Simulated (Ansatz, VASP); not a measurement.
# Sn: VASP beside Ansatz

The input INCAR:

```
SYSTEM = Sn
  ALGO = Fast
  EDIFF = 1E-6
  ENCUT = 520
  GGA = PS
  ISIF = 2
  ISMEAR = 0
  LASPH = .TRUE.
  LCHARG = .FALSE.
  LREAL = .FALSE.
  LWAVE = .FALSE.
  NBANDS = 21
  NELM = 100
  PREC = Accurate
  SIGMA = 0.15
```

KPOINTS

```
k-points
0
G
  20 20 12
  0 0 0
```

File POSCAR:

```
Sn
1.0
   -1.8723950223      1.8723950223      1.8723950223
    1.8723950223     -1.8723950223      1.8723950223
    3.7447900446      3.7447900446      0.0000000000
Sn
2
Direct
    0.0660884510     -0.0660884510      0.0000000000
    0.4339115490      0.5660884510      0.5000000000
```

Input for Ansatz:

```yaml
crystal:
  lattice:
    - [-1.8723950223, 1.8723950223, 1.8723950223]
    - [1.8723950223, -1.8723950223, 1.8723950223]
    - [3.7447900446, 3.7447900446, 0.0]
  atoms:
    - { symbol: Sn, position: [0.066088451, -0.066088451, 0.0] }
    - { symbol: Sn, position: [0.433911549, 0.566088451, 0.5] }
basis:
  ecutwfc: 420
kpoints:
  mp_grid: { grid: [20, 20, 12] }
hamiltonian:
  xc: pbesol
scf:
  occupations: { method: gaussian, width: 0.15 }
output:
  forces: true
  stress: true
  eigenvalues: true
```

Change from the starting cell: mode 1 (-4.3 1/cm) frozen in, largest displacement +0.350 Å.

Alike in both runs: task single point; functional PBEsol; k mesh 20 × 20 × 12; occupations gaussian, width 0.15 eV; no spin polarisation.

```csv
,VASP,Ansatz
version,VASP 6.6.1,Ansatz 0.2.0
potentials or method,"VASP PAW PBE potentials, release 64 (Sn_d), cutoff 520 eV","scalar-relativistic, plane waves, PAW"
valence electrons in the cell,28,28
```

```tsv
	VASP	Ansatz	Ansatz less VASP
gap on the k mesh at the Fermi level (eV)	none	none	-
pressure (GPa)	0.1	0.2	+0.08
rms of the force components (eV/Å)	0.027	0.028	+0.0002
```

VASP's potentials were made for PBE, not for PBEsol. Atom by atom the forces differ by 0.000 eV/Å (rms over components). A gap of «none» marks a metal or a gap that the smearing closes.
